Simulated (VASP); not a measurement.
# MoC2 (P4_2/mmc) in VASP: density of states with PBE

Aim: the density of states of MoC2 with PBE.

Everything below comes from runs of VASP 6.6.1. Logs are shortened: lines on timing, memory, paths and dates and some standing lists are left out, and cuts for length are marked.

### 1 The cell of the first run

The structure is tetragonal, space group P4_2/mmc (No. 131). Conventional cell: a = 3.108 Å, b = 3.108 Å, c = 5.664 Å, α = 90.00°, β = 90.00°, γ = 90.00°. Mo (site symmetry -4m2) has 8 C at 2.27 Å and 2 Mo at 2.83 Å within 3.0 Å. C (site symmetry m2m) has 2 C at 1.42 to 1.69 Å within 1.9 Å.

### 2 Density of states, PBE

POSCAR

```
MoC2
1.0
    3.1075923271      0.0000000000      0.0000000000
    0.0000000000      3.1075923271      0.0000000000
    0.0000000000      0.0000000000      5.6640289593
Mo C
2 4
Direct
    0.0000000000      0.0000000000      0.2500000000
    0.0000000000      0.0000000000      0.7500000000
    0.7286576272      0.5000000000      0.0000000000
    0.2713423728      0.5000000000      0.0000000000
    0.5000000000      0.7286576272      0.5000000000
    0.5000000000      0.2713423728      0.5000000000
```

INCAR.step1

```
SYSTEM = MoC2
ALGO = Normal
EDIFF = 1E-6
ENCUT = 520
GGA = PE
ISIF = 2
ISMEAR = 0
LASPH = .True.
LCHARG = .True.
LMAXMIX = 4
LREAL = .False.
LWAVE = .False.
NBANDS = 31
NELM = 60
PREC = Accurate
SIGMA = 0.1
```

KPOINTS.step1

```
k-points
0
Gamma
  12 12 8
  0 0 0
```

INCAR.step2

```
SYSTEM = MoC2
ALGO = Normal
EDIFF = 1E-6
ENCUT = 520
GGA = PE
ICHARG = 11
ISIF = 2
ISMEAR = -5
LASPH = .True.
LCHARG = .False.
LMAXMIX = 4
LORBIT = 11
LREAL = .False.
LWAVE = .False.
NEDOS = 2001
NELM = 60
PREC = Accurate
SIGMA = 0.1
```

KPOINTS.step2

```
k-points
0
Gamma
  18 18 12
  0 0 0
```

Potentials or basis: VASP PAW PBE potentials, release 64 (Mo_sv, C).

On the command line:

```
$ cat potpaw_PBE.64/Mo_sv/POTCAR potpaw_PBE.64/C/POTCAR > POTCAR
$ cp INCAR.step1 INCAR
$ cp KPOINTS.step1 KPOINTS
$ mpirun -np 1 vasp_std > vasp.out
$ cp INCAR.step2 INCAR
$ cp KPOINTS.step2 KPOINTS
$ mpirun -np 1 vasp_std > vasp.out
```

OUTCAR:

```text
SYSTEM = MoC2
   EDIFF = 1E-6
   ENCUT = 520
   GGA = PE
   ICHARG = 11
   ISIF = 2
   ISMEAR = -5
   LASPH = .True.
   LORBIT = 11
   LREAL = .False.
   NELM = 60
   PREC = Accurate

 ion  position               nearest neighbor table
   1  0.000  0.000  0.250-   3 2.27   4 2.27   5 2.27   6 2.27   3 2.27   4 2.27   5 2.27   6 2.27
                             2 2.83   2 2.83
   2  0.000  0.000  0.750-   3 2.27   4 2.27   5 2.27   6 2.27   3 2.27   4 2.27   5 2.27   6 2.27
                             1 2.83   1 2.83
   3  0.729  0.500  0.000-   4 1.42   4 1.69   2 2.27   1 2.27   1 2.27   2 2.27
   4  0.271  0.500  0.000-   3 1.42   3 1.69   1 2.27   1 2.27   2 2.27   2 2.27
   5  0.500  0.729  0.500-   6 1.42   6 1.69   2 2.27   1 2.27   1 2.27   2 2.27
   6  0.500  0.271  0.500-   5 1.42   5 1.69   1 2.27   2 2.27   1 2.27   2 2.27

  LATTYP: Found a simple tetragonal cell.
 ALAT       =     3.1075923271
 C/A-ratio  =     1.8226422140

  Lattice vectors:

 A1 = (   3.1075923271,   0.0000000000,   0.0000000000)
 A2 = (   0.0000000000,   3.1075923271,   0.0000000000)
 A3 = (   0.0000000000,   0.0000000000,   5.6640289593)

Analysis of symmetry for initial positions (statically):
=====================================================================
 Subroutine PRICEL returns:
 Original cell was already a primitive cell.

 Routine SETGRP: Setting up the symmetry group for a
 simple tetragonal supercell.

 Subroutine GETGRP returns: Found 16 space group operations
 (whereof  8 operations were pure point group operations)
 out of a pool of 16 trial point group operations.

The static configuration has the point symmetry D_2h.
 The point group associated with its full space group is D_4h.

Analysis of symmetry for dynamics (positions and initial velocities):
=====================================================================
 Subroutine PRICEL returns:
 Original cell was already a primitive cell.

 Routine SETGRP: Setting up the symmetry group for a
 simple tetragonal supercell.

 Subroutine GETGRP returns: Found 16 space group operations
 (whereof  8 operations were pure point group operations)
 out of a pool of 16 trial point group operations.

The dynamic configuration has the point symmetry D_2h.
 The point group associated with its full space group is D_4h.

 Subroutine INISYM returns: Found 16 space group operations
 (whereof  8 operations are pure point group operations),
 and found     1 'primitive' translations

----------------------------------------------------------------------------------------

                                     Primitive cell

  volume of cell :      54.6983

  direct lattice vectors                    reciprocal lattice vectors
     3.107592327  0.000000000  0.000000000     0.321792531  0.000000000  0.000000000
     0.000000000  3.107592327  0.000000000     0.000000000  0.321792531  0.000000000
     0.000000000  0.000000000  5.664028959     0.000000000  0.000000000  0.176552770

  length of vectors
     3.107592327  3.107592327  5.664028959     0.321792531  0.321792531  0.176552770

  position of ions in fractional coordinates (direct lattice)
     0.000000000  0.000000000  0.250000000
     0.000000000  0.000000000  0.750000000
     0.728657627  0.500000000  0.000000000
     0.271342373  0.500000000  0.000000000
     0.500000000  0.728657627  0.500000000
     0.500000000  0.271342373  0.500000000

  ion indices of the primitive-cell ions
   primitive index   ion index
                 1           1
                 2           2
                 3           3
                 4           4
                 5           5
                 6           6

----------------------------------------------------------------------------------------

 KPOINTS: k-points

Automatic generation of k-mesh.
 Grid dimensions read from file:
 generate k-points for:   18   18   12

 Generating k-lattice:

  Cartesian coordinates                     Fractional coordinates (reciprocal lattice)
     0.017877363  0.000000000  0.000000000     0.055555556  0.000000000  0.000000000
     0.000000000  0.017877363  0.000000000     0.000000000  0.055555556  0.000000000
     0.000000000  0.000000000  0.014712731     0.000000000  0.000000000  0.083333333

  Length of vectors
     0.017877363  0.017877363  0.014712731

  Shift w.r.t. Gamma in fractional coordinates (k-lattice)
     0.000000000  0.000000000  0.000000000

 TETIRR: Found   5832 inequivalent tetrahedra from    23328

 Subroutine IBZKPT returns following result:
 ===========================================

 Found    385 irreducible k-points:

 Following reciprocal coordinates:
            Coordinates               Weight
  0.000000  0.000000  0.000000      1.000000
  0.055556  0.000000  0.000000      4.000000
  0.111111  0.000000  0.000000      4.000000
  0.166667  0.000000  0.000000      4.000000
  0.222222  0.000000  0.000000      4.000000
  0.277778  0.000000  0.000000      4.000000
[... 16 lines left out ...]
  0.277778  0.111111  0.000000      8.000000
  0.333333  0.111111  0.000000      8.000000
 [... further k-points ...]
   k-points           NKPTS =    385   k-points in BZ     NKDIM =    385   number of bands    NBANDS=     26
   number of dos      NEDOS =   2001   number of ions     NIONS =      6
   total plane-waves  NPLWV =  24192
   dimension x,y,z NGX =    24 NGY =   24 NGZ =   42
   dimension x,y,z NGXF=    48 NGYF=   48 NGZF=   84
   ions per type =               2   4
   NGX,Y,Z   is equivalent  to a cutoff of  12.84, 12.84, 12.33 a.u.
   NGXF,Y,Z  is equivalent  to a cutoff of  25.68, 25.68, 24.65 a.u.
 SYSTEM =  MoC2
   PREC   = accura    normal or accurate (medium, high low for compatibility)
   ISTART =      0    job   : 0-new  1-cont  2-samecut
   ICHARG =     11    charge: 1-file 2-atom 10-const
   ISPIN  =      1    spin polarized calculation?
   LNONCOLLINEAR =      F non collinear calculations
   LSORBIT =      F    spin-orbit coupling
   LASPH  =      T    aspherical Exc in radial PAW
   ENCUT  =  520.0 eV  38.22 Ry    6.18 a.u.   5.78  5.78 10.53*2*pi/ulx,y,z
   NELM   =     60;   NELMIN=  2; NELMDL=  0     # of ELM steps
   EDIFF  = 0.1E-05   stopping-criterion for ELM
   LREAL  =      F    real-space projection
   EDIFFG = 0.1E-04   stopping-criterion for IOM
   NSW    =      0    number of steps for IOM
   IBRION =     -1    ionic relax: 0-MD 1-quasi-New 2-CG
   NFREE  =      0    steps in history (QN), initial steepest desc. (CG)
   ISIF   =      2    stress and relaxation
   ISYM   =      2    0-nonsym 1-usesym 2-fastsym
   POTIM  = 0.5000    time-step for ionic-motion
   TEBEG  =    0.0;   TEEND  =   0.0 temperature during run
   PSTRESS=    0.0 pullay stress
   NELECT =      44.0000    total number of electrons
   NUPDOWN=      -1.0000    fix difference up-down
   EMIN   =  10.00;   EMAX   =-10.00  energy-range for DOS
   EFERMI =   0.00;   METHOD = LEGACY
   ISMEAR =    -5;   SIGMA  =   0.10  broadening in eV -4-tet -1-fermi 0-gaus
   EFERMI_NEDOS =   21; number of points for ismear=-14 and -15
   IALGO  =     38    algorithm
   IMIX   =      4    mixing-type and parameters
     AMIX     =   0.40;   BMIX     =  1.00
     AMIX_MAG =   1.60;   BMIX_MAG =  1.00
  volume/ion in A,a.u.               =       9.12        61.52
  Fermi-wavevector in a.u.,A,eV,Ry     =   1.522537  2.877178 31.539925  2.318119
  Thomas-Fermi vector in A             =   2.631103
   LORBIT       =     11    0 simple, 1 ext, 2 COOP (PROOUT), +10 PAW based schemes
   GGA     = PE    functional components
   LHFCALC =     F    Hartree Fock is set to
   AEXX    =    0.0000 exact exchange contribution
   IVDW    =     0    specifies the selected vdW correction
   LEPSILON=     F    determine dielectric tensor
   LRPA    =     F    only Hartree local field effects (RPA)
 non-spin polarized calculation
 Fermi weights with tetrahedron method with Bloechl corrections
  energy-cutoff  :      520.00
  volume of cell :       54.70
 maximum number of plane-waves:      1504
 NGX is ok and might be reduce to    24

 number of electron      43.9999996 magnetization

 Free energy of the ion-electron system (eV)
  ---------------------------------------------------
  ext. energy  EPLUGINS =         0.00000000
  ---------------------------------------------------
  free energy    TOTEN  =       -52.80436691 eV

  energy without entropy =      -52.80436691  energy(sigma->0) =      -52.80436691

 E-fermi :  11.7488     XC(G=0): -13.3110

 val. band max:       11.8047892274   @ k =   0.3889   0.3889   0.5000
 cond. band min:      11.6183109022   @ k =   0.4444   0.0000   0.2500
 fundamental gap:     -0.1864783252
 Fermi energy:        11.7488307237

 k-point     1 :       0.0000    0.0000    0.0000
  band No.  band energies     occupation
      1     -49.7736      2.00000
      2     -49.6907      2.00000
      3     -24.5063      2.00000
      4     -23.7166      2.00000
      5     -23.7166      2.00000
      6     -23.6925      2.00000
[... 18 lines left out ...]
     25      12.5950      0.00000
     26      14.2069      0.00000

 k-point     2 :       0.0556    0.0000    0.0000
  band No.  band energies     occupation
      1     -49.7728      2.00000
      2     -49.6900      2.00000
      3     -24.5043      2.00000
      4     -23.7278      2.00000
      5     -23.7156      2.00000
      6     -23.6916      2.00000
[... 18 lines left out ...]
     25      12.5313      0.00000
[... 608 lines left out ...]
     25      12.6399      0.00000
     26      13.9019      0.00000

 k-point    24 :       0.3333    0.1111    0.0000
  band No.  band energies     occupation
      1     -49.7504      2.00000
      2     -49.6689      2.00000
      3     -24.4475      2.00000
      4     -23.9854      2.00000
      5     -23.8570      2.00000
      6     -23.7338      2.00000
[... 18 lines left out ...]
     25      12.5808      0.00000
     26      13.8259      0.00000

 [... further k-points ...]

------------------------ aborting loop because EDIFF is reached ----------------------------------------

  FORCE on cell =-STRESS in cart. coord.  units (eV):
  Direction    XX          YY          ZZ          XY          YZ          ZX
  --------------------------------------------------------------------------------------
  -------------------------------------------------------------------------------------
  Total        0.2318855      0.2318855      0.3121296     -0.0000000      0.0000000      0.0000000
  in kB        6.7922014      6.7922014      9.1426466     -0.0000000      0.0000000      0.0000000
  external PRESSURE =       7.5756831 kB  Pullay stress =       0.0000000 kB

 VOLUME and BASIS-vectors are now :
 -----------------------------------------------------------------------------
  energy-cutoff  :      520.00
  volume of cell :       54.70
      direct lattice vectors                 reciprocal lattice vectors
     3.107592327  0.000000000  0.000000000     0.321792531  0.000000000  0.000000000
     0.000000000  3.107592327  0.000000000     0.000000000  0.321792531  0.000000000
     0.000000000  0.000000000  5.664028959     0.000000000  0.000000000  0.176552770

 POSITION                                       TOTAL-FORCE (eV/Angst)
 -----------------------------------------------------------------------------------
      0.00000      0.00000      1.41601        -0.000000      0.000000      0.000000
      0.00000      0.00000      4.24802        -0.000000     -0.000000      0.000000
      2.26437      1.55380      0.00000         0.008301      0.000000     -0.000000
      0.84322      1.55380      0.00000        -0.008301     -0.000000     -0.000000
      1.55380      2.26437      2.83201        -0.000000      0.008301     -0.000000
      1.55380      0.84322      2.83201        -0.000000     -0.008301     -0.000000
 -----------------------------------------------------------------------------------
    total drift:                               -0.000000     -0.000000     -0.000000

  FREE ENERGIE OF THE ION-ELECTRON SYSTEM (eV)
  ---------------------------------------------------
  free  energy   TOTEN  =       -52.8043669055 eV

  energy  without entropy=      -52.8043669055  energy(sigma->0) =      -52.80436691

 total charge

# of ion       s       p       d       tot
------------------------------------------
    1        2.257   6.214   4.105  12.577
    2        2.257   6.214   4.105  12.577
    3        0.860   1.565   0.000   2.425
    4        0.860   1.565   0.000   2.425
    5        0.860   1.565   0.000   2.425
    6        0.860   1.565   0.000   2.425
--------------------------------------------------
tot          7.953  18.688   8.211  34.852
```

It took 4.1 min on 1 thread of Intel Xeon Platinum 8488C (Sapphire Rapids), shared host; peak memory 0.52 GiB.

What came out:

```yaml
Valence_electrons_inside_the_program's_atomic_spheres: Mo 12.58; C 2.42
```

Levels at points of the mesh, in eV from the Fermi level:
| k point | band 19 | band 20 | band 21 | band 22 | band 23 | band 24 | band 25 | band 26 |
| --- | --- | --- | --- | --- | --- | --- | --- | --- |
| (0.00, 0.00, 0.00) | -3.15 | -1.75 | -1.09 | -0.86 | 0.11 | 0.11 | 0.85 | 2.46 |
| (0.50, 0.00, 0.00) | -3.47 | -1.92 | -1.61 | -0.29 | 0.96 | 1.14 | 1.14 | 2.48 |
| (0.50, 0.50, 0.00) | -2.39 | -1.22 | -1.16 | 1.79 | 1.99 | 1.99 | 2.10 | 2.17 |
| (0.00, 0.00, 0.50) | -2.97 | -2.97 | -0.36 | -0.36 | 0.35 | 0.35 | 1.32 | 1.32 |
| (0.50, 0.00, 0.50) | -3.96 | -2.48 | -1.98 | -0.29 | 0.73 | 0.90 | 1.65 | 2.26 |
| (0.50, 0.50, 0.50) | -3.09 | -3.09 | 1.23 | 1.23 | 1.77 | 1.77 | 2.30 | 2.53 |

Caveat: tetrahedron occupations give inexact forces and stress in metals.
